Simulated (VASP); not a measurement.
Set up this calculation in VASP 6.6.1, as the native input.

```
Task                   : single point
Functional             : r2SCAN
Potentials or basis    : VASP PAW PBE potentials, release 64 (In_d, As)
Cutoff                 : 520 eV
k mesh                 : 10 × 10 × 10
Occupations            : gaussian, width 0.03 eV
Spin                   : no spin polarisation
Dipole correction      : no
Further INCAR settings : ALGO = Normal; EDIFF = 1e-07; NBANDS = 16
```

Crystal: InAs.

```
In As
1.0
     0.00000    3.00580    3.15609
     3.00580    0.00000    3.15609
     3.00580    3.00580    0.00000
In As
1 1
Direct
  0.00000 0.00000 0.00000
  0.75000 0.75000 0.75000
```

This cell differs from its parent crystal: ratio of the length along z to the lengths across it x 1.05, volume and fractional coordinates fixed.

The input as run:

POSCAR

```
InAs
1.0
    0.0000000000      3.0058012620      3.1560913251
    3.0058012620      0.0000000000      3.1560913251
    3.0058012620      3.0058012620      0.0000000000
In As
1 1
Direct
    0.0000000000      0.0000000000      0.0000000000
    0.7500000000      0.7500000000      0.7500000000
```

INCAR.step1

```
SYSTEM = InAs
  ALGO = Normal
  EDIFF = 1E-4
  ENCUT = 520
  GGA = PE
  ISMEAR = 0
  LASPH = .TRUE.
  LCHARG = .FALSE.
  LREAL = .FALSE.
  LWAVE = .TRUE.
  NBANDS = 16
  NELM = 100
  PREC = Accurate
  SIGMA = 0.03
```

INCAR.step2

```
SYSTEM = InAs
  ALGO = Normal
  EDIFF = 1E-7
  ENCUT = 520
  ISIF = 2
  ISMEAR = 0
  ISTART = 1
  LASPH = .TRUE.
  LCHARG = .FALSE.
  LMIXTAU = .TRUE.
  LREAL = .FALSE.
  LWAVE = .FALSE.
  METAGGA = R2SCAN
  NBANDS = 16
  NELM = 100
  PREC = Accurate
  SIGMA = 0.03
```

KPOINTS

```
k-points
0
G
  10 10 10
  0 0 0
```

Potentials or basis: VASP PAW PBE potentials, release 64 (In_d, As).

Launch:

```sh
$ cat potpaw_PBE.64/In_d/POTCAR potpaw_PBE.64/As/POTCAR > POTCAR
$ cp INCAR.step1 INCAR
$ mpirun -np 1 vasp_std > vasp.out
$ cp INCAR.step2 INCAR
$ mpirun -np 1 vasp_std > vasp.out
```

Results of the run:

```json
{"Pressure": "-0.1 GPa", "Band gap on the k mesh": "zero (filled and empty bands touch)"}
```

Caveat: semilocal functionals underestimate gaps, so a narrow gap can read as zero; the PAW data sets were made with another functional, which shifts forces and pressure a little; spin-orbit coupling is left out, which moves the levels of the heavy elements.

Wall time 120 s on 1 thread of Intel(R) Xeon(R) 6975P-C (Granite Rapids) (shared host), peak memory 0.25 GiB.
